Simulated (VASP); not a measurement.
# Zn (Im-3m) in VASP: further runs

Runs on Zn. Level: r2SCANh. Tasks: single point.

Everything below comes from runs of VASP 6.6.1. Logs are shortened: lines on timing, memory, paths and dates and some standing lists are left out, and cuts for length are marked.

**1. The cell of the first run**

It takes space group Im-3m (No. 229, cubic). Conventional cell: a = 3.117 Å, b = 3.117 Å, c = 3.117 Å, α = 90.00°, β = 90.00°, γ = 90.00°. Within 3.6 Å of Zn (site symmetry m-3m) lie 14 Zn at 2.70 to 3.12 Å.

This isn't the form of Zn at room conditions, which is hcp.

**2. Single point, r2SCANh**

Contents of POSCAR:

```
Zn
1.0
   -1.5585062330      1.5585062330      1.5585062330
    1.5585062330     -1.5585062330      1.5585062330
    1.5585062330      1.5585062330     -1.5585062330
Zn
1
Direct
    0.0000000000      0.0000000000      0.0000000000
```

Contents of INCAR.step1:

```
SYSTEM = Zn
PREC = Accurate ; ENCUT = 520
EDIFF = 1E-5 ; ISMEAR = -1
SIGMA = 0.05 ; LREAL = .False.
LASPH = .True. ; NELM = 80
ALGO = Normal ; ISIF = 2
LWAVE = .True. ; LCHARG = .False.
NBANDS = 12 ; GGA = PE
```

Contents of INCAR.step2:

```
SYSTEM = Zn
PREC = Accurate ; ENCUT = 520
EDIFF = 1E-6 ; ISMEAR = -1
SIGMA = 0.05 ; LREAL = .False.
LASPH = .True. ; NELM = 80
ALGO = Normal ; ISIF = 2
LWAVE = .False. ; LCHARG = .False.
METAGGA = R2SCAN ; LHFCALC = .True.
AEXX = 0.1 ; LMIXTAU = .True.
PRECFOCK = Normal ; NBANDS = 12
ISTART = 1
```

Contents of KPOINTS:

```
Automatic mesh
0
Gamma
  6 6 6
  0 0 0
```

Potentials or basis: VASP PAW PBE potentials, release 64 (Zn).

The run is started by

```bash
> cat potpaw_PBE.64/Zn/POTCAR > POTCAR
> cp INCAR.step1 INCAR
> mpirun -np 1 vasp_std > vasp.out
> cp INCAR.step2 INCAR
> mpirun -np 1 vasp_std > vasp.out
```

OUTCAR:

```text
SYSTEM = Zn
   PREC = Accurate
   ENCUT = 520
   EDIFF = 1E-6
   ISMEAR = -1
   LREAL = .False.
   LASPH = .True.
   NELM = 80
   ISIF = 2
   METAGGA = R2SCAN
   LHFCALC = .True.
   AEXX = 0.1
   PRECFOCK = Normal
   ISTART = 1

 ion  position               nearest neighbor table
   1  0.000  0.000  0.000-

  LATTYP: Found a body centered cubic cell.
 ALAT       =     3.1170124660

  Lattice vectors:

 A1 = (  -1.5585062330,   1.5585062330,   1.5585062330)
 A2 = (   1.5585062330,  -1.5585062330,   1.5585062330)
 A3 = (   1.5585062330,   1.5585062330,  -1.5585062330)

Analysis of symmetry for initial positions (statically):
=====================================================================
 Subroutine PRICEL returns:
 Original cell was already a primitive cell.

 Routine SETGRP: Setting up the symmetry group for a
 body centered cubic supercell.

 Subroutine GETGRP returns: Found 48 space group operations
 (whereof 48 operations were pure point group operations)
 out of a pool of 48 trial point group operations.

The static configuration has the point symmetry O_h .

Analysis of symmetry for dynamics (positions and initial velocities):
=====================================================================
 Subroutine PRICEL returns:
 Original cell was already a primitive cell.

 Routine SETGRP: Setting up the symmetry group for a
 body centered cubic supercell.

 Subroutine GETGRP returns: Found 48 space group operations
 (whereof 48 operations were pure point group operations)
 out of a pool of 48 trial point group operations.

The dynamic configuration has the point symmetry O_h .

 Subroutine INISYM returns: Found 48 space group operations
 (whereof 48 operations are pure point group operations),
 and found     1 'primitive' translations

----------------------------------------------------------------------------------------

                                     Primitive cell

  volume of cell :      15.1421

  direct lattice vectors                    reciprocal lattice vectors
    -1.558506233  1.558506233  1.558506233     0.000000000  0.320820019  0.320820019
     1.558506233 -1.558506233  1.558506233     0.320820019  0.000000000  0.320820019
     1.558506233  1.558506233 -1.558506233     0.320820019  0.320820019  0.000000000

  length of vectors
[... 84 lines left out ...]
   EMIN   =  10.00;   EMAX   =-10.00  energy-range for DOS
   EFERMI =   0.00;   METHOD = LEGACY
   ISMEAR =    -1;   SIGMA  =   0.05  broadening in eV -4-tet -1-fermi 0-gaus
   EFERMI_NEDOS =   21; number of points for ismear=-14 and -15
   IALGO  =     38    algorithm
   IMIX   =      1    mixing-type and parameters
     AMIX     =   0.40;   BMIX     =  1.00
     AMIX_MAG =   1.60;   BMIX_MAG =  1.00
  volume/ion in A,a.u.               =      15.14       102.18
  Fermi-wavevector in a.u.,A,eV,Ry     =   1.514979  2.862896 31.227580  2.295162
  Thomas-Fermi vector in A             =   2.624564
   LORBIT       =      0    0 simple, 1 ext, 2 COOP (PROOUT), +10 PAW based schemes
   METAGGA = R2SCAN    functional components
   LHFCALC =     T    Hartree Fock is set to
   PRECFOCK=normal    Normal, Fast or Accurate (Low or Medium for compatibility)
   ENCUT4O =  -1.0   cutoff for four orbital integrals eV
   NKREDX  =     1    reduce k-point grid by
   NKREDY  =     1    reduce k-point grid by
   NKREDZ  =     1    reduce k-point grid by
   AEXX    =    0.1000 exact exchange contribution
   HFSCREEN=    0.0000 screening length (either q_TF or 0.3 A-1)
   HFSCREENC=   0.0000 screening length for correlation (either q_TF or 0.3 A-1)
   ENCUTFOCK=  -1.0 apply spherical cutoff to Coloumb kernel
   IVDW    =     0    specifies the selected vdW correction
   LEPSILON=     F    determine dielectric tensor
   LRPA    =     F    only Hartree local field effects (RPA)
 non-spin polarized calculation
  energy-cutoff  :      520.00
  volume of cell :       15.14
 maximum number of plane-waves:       420
  NGX = 16; NGY = 16; NGZ = 16

 number of electron      12.0000023 magnetization

 Free energy of the ion-electron system (eV)
  ---------------------------------------------------
  ext. energy  EPLUGINS =         0.00000000
  ---------------------------------------------------
  free energy    TOTEN  =        -8.15382859 eV

  energy without entropy =       -8.15066015  energy(sigma->0) =       -8.15224437

 E-fermi :   3.6092     XC(G=0): -11.5622

 val. band max:        2.6931069051   @ k =   0.5000   0.5000   0.1667
 cond. band min:       3.6644036932   @ k =   0.3333   0.1667   0.1667
 fundamental gap:      0.9712967881
 Fermi energy:         3.6091664906

 k-point     1 :       0.0000    0.0000    0.0000
  band No.  band energies     occupation
      1      -8.5420      2.00000
      2      -6.0338      2.00000
      3      -6.0337      2.00000
      4      -6.0337      2.00000
      5      -5.5189      2.00000
      6      -5.5189      2.00000
      7      24.2467      0.00000
      8      24.2467      0.00000
      9      24.2469      0.00000
     10      25.4149      0.00000
     11      25.4149      0.00000
     12      25.4149      0.00000
[... 211 lines left out ...]
 k-point    16 :       0.5000    0.5000    0.5000
  band No.  band energies     occupation
      1      -6.6409      2.00000
      2      -6.6409      2.00000
      3      -5.2268      2.00000
      4      -5.2266      2.00000
      5      -5.2266      2.00000
      6       7.9701      0.00000
      7       7.9701      0.00000
      8       7.9705      0.00000
      9      12.1153      0.00000
     10      12.2190      0.00000
     11      12.2190      0.00000
     12      38.4026      0.00000

------------------------ aborting loop because EDIFF is reached ----------------------------------------

  FORCE on cell =-STRESS in cart. coord.  units (eV):
  Direction    XX          YY          ZZ          XY          YZ          ZX
  --------------------------------------------------------------------------------------
  -------------------------------------------------------------------------------------
  Total       -0.1729233     -0.1729233     -0.1729233     -0.0000000     -0.0000000      0.0000000
  in kB      -18.2969412    -18.2969412    -18.2969412     -0.0000000     -0.0000000      0.0000000
  external PRESSURE =     -18.2969412 kB  Pullay stress =       0.0000000 kB

 VOLUME and BASIS-vectors are now :
 -----------------------------------------------------------------------------
  energy-cutoff  :      520.00
  volume of cell :       15.14
      direct lattice vectors                 reciprocal lattice vectors
    -1.558506233  1.558506233  1.558506233     0.000000000  0.320820019  0.320820019
     1.558506233 -1.558506233  1.558506233     0.320820019  0.000000000  0.320820019
     1.558506233  1.558506233 -1.558506233     0.320820019  0.320820019  0.000000000

 POSITION                                       TOTAL-FORCE (eV/Angst)
 -----------------------------------------------------------------------------------
      0.00000      0.00000      0.00000         0.000000      0.000000     -0.000000
 -----------------------------------------------------------------------------------
    total drift:                                0.000000      0.000000      0.000000

  FREE ENERGIE OF THE ION-ELECTRON SYSTEM (eV)
  ---------------------------------------------------
  free  energy   TOTEN  =        -8.1538285926 eV

  energy  without entropy=       -8.1506601491  energy(sigma->0) =       -8.15224437
```

OUTCAR.step1:

```text
SYSTEM = Zn
   PREC = Accurate
   ENCUT = 520
   EDIFF = 1E-5
   ISMEAR = -1
   LREAL = .False.
[... 446 lines left out ...]
 -----------------------------------------------------------------------------------
      0.00000      0.00000      0.00000        -0.000000     -0.000000      0.000000
 -----------------------------------------------------------------------------------
    total drift:                                0.000000     -0.000000      0.000000

  FREE ENERGIE OF THE ION-ELECTRON SYSTEM (eV)
  ---------------------------------------------------
  free  energy   TOTEN  =        -1.0311904246 eV

  energy  without entropy=       -1.0280590219  energy(sigma->0) =       -1.02962472
```

OSZICAR.step1:

```text
N       E                     dE             d eps       ncg     rms          rms(c)
DAV:   1     0.465318279904E+02    0.46532E+02   -0.63744E+03   400   0.159E+03
DAV:   2     0.463121400887E+00   -0.46069E+02   -0.43426E+02   404   0.230E+02
DAV:   3    -0.112384643307E+01   -0.15870E+01   -0.15855E+01   468   0.415E+01
DAV:   4    -0.112698512519E+01   -0.31387E-02   -0.31385E-02   436   0.181E+00
DAV:   5    -0.112698718448E+01   -0.20593E-05   -0.20596E-05   416   0.459E-02    0.288E+00
DAV:   6    -0.103830436691E+01    0.88683E-01   -0.45297E-01   440   0.136E+01    0.218E+00
DAV:   7    -0.103339832660E+01    0.49060E-02   -0.79525E-03   424   0.172E+00    0.110E+00
DAV:   8    -0.103118240958E+01    0.22159E-02   -0.11057E-03   480   0.483E-01    0.385E-02
DAV:   9    -0.103119042461E+01   -0.80150E-05   -0.76499E-05   472   0.117E-01
   1 F= -.10311904E+01 E0= -.10296247E+01  d E =-.313140E-02
```

Wall time 7.6 min (1 thread of Intel Xeon Platinum 8259CL at 2.50GHz (Skylake/Cascade Lake), shared host); peak memory 0.14 GiB.

What came out:

| Item | Value |
| --- | --- |
| Free energy | -8.1538 eV |
| Pressure | -1.8 GPa |
| Band gap on the k mesh | zero (bands 6 and 7 overlap by 5.92 eV) |

Levels at points of the mesh, in eV from the Fermi level:
| k point | band 2 | band 3 | band 4 | band 5 | band 6 | band 7 | band 8 | band 9 | band 10 | band 11 |
| --- | --- | --- | --- | --- | --- | --- | --- | --- | --- | --- |
| (0.00, 0.00, 0.00) | -9.64 | -9.64 | -9.64 | -9.13 | -9.13 | 20.64 | 20.64 | 20.64 | 21.81 | 21.81 |
| (0.50, 0.00, 0.00) | -9.96 | -9.15 | -9.09 | -8.76 | -3.72 | -1.56 | 12.21 | 13.48 | 15.92 | 17.74 |
| (0.50, 0.50, 0.50) | -10.25 | -8.84 | -8.84 | -8.84 | 4.36 | 4.36 | 4.36 | 8.51 | 8.61 | 8.61 |

Caveat: the k points lie up to 0.48 Å⁻¹ apart, too coarse for converged energies and pressures of a metal; the PAW data sets were made with another functional, which shifts forces and pressure a little.

**3. Single point, r2SCANh**

This run uses another cell than the first one, of 15.45 Å³/atom.

Contents of POSCAR:

```
Zn
1.0
   -1.5690370000      1.5690370000      1.5690370000
    1.5690370000     -1.5690370000      1.5690370000
    1.5690370000      1.5690370000     -1.5690370000
Zn
1
Direct
    0.0000000000      0.0000000000      0.0000000000
```

Contents of INCAR.step1:

```
SYSTEM = Zn
ALGO = Normal ; EDIFF = 1E-5
ENCUT = 520 ; GGA = PE
ISIF = 2 ; ISMEAR = -1
LASPH = .True. ; LREAL = .False.
LWAVE = .True. ; NBANDS = 12
NELM = 60 ; PREC = Accurate
SIGMA = 0.05
```

Contents of INCAR.step2:

```
SYSTEM = Zn
AEXX = 0.1 ; ALGO = Normal
EDIFF = 1E-7 ; ENCUT = 520
ISIF = 2 ; ISMEAR = -1
ISTART = 1 ; LASPH = .True.
LCHARG = .True. ; LELF = .True.
LHFCALC = .True. ; LMIXTAU = .True.
LREAL = .False. ; LVHAR = .True.
LWAVE = .False. ; METAGGA = R2SCAN
NBANDS = 12 ; NELM = 60
PREC = Accurate ; PRECFOCK = Normal
SIGMA = 0.05
```

Contents of KPOINTS:

```
k-points
0
Gamma
  6 6 6
  0 0 0
```

Potentials or basis: VASP PAW PBE potentials, release 64 (Zn).

The run is started by

```bash
> cat potpaw_PBE.64/Zn/POTCAR > POTCAR
> cp INCAR.step1 INCAR
> mpirun -np 1 vasp_std > vasp.out
> cp INCAR.step2 INCAR
> mpirun -np 1 vasp_std > vasp.out
```

Wall time 9.6 min (1 thread of Intel Xeon Platinum 8259CL at 2.50GHz (Skylake/Cascade Lake), shared host); peak memory 0.14 GiB.

The run converged. Its results:

- Free energy: -8.1486 eV
- Pressure: -3.3 GPa
- Band gap on the k mesh: zero (bands 6 and 7 overlap by 5.91 eV)

Levels at points of the mesh, in eV from the Fermi level:
| k point | band 3 | band 4 | band 5 | band 6 | band 7 | band 8 | band 9 | band 10 |
| --- | --- | --- | --- | --- | --- | --- | --- | --- |
| (0.00, 0.00, 0.00) | -9.55 | -9.55 | -9.05 | -9.05 | 20.32 | 20.32 | 20.32 | 21.66 |
| (0.50, 0.00, 0.00) | -9.07 | -9.02 | -8.69 | -3.58 | -1.55 | 12.07 | 13.37 | 15.79 |
| (0.50, 0.50, 0.50) | -8.77 | -8.77 | -8.77 | 4.36 | 4.36 | 4.36 | 8.29 | 8.57 |

Caveat: the k points lie up to 0.47 Å⁻¹ apart, too coarse for converged energies and pressures of a metal; the PAW data sets were made with another functional, which shifts forces and pressure a little.

The gap in the log of VASP goes by the Fermi energy; the results here count the filled bands.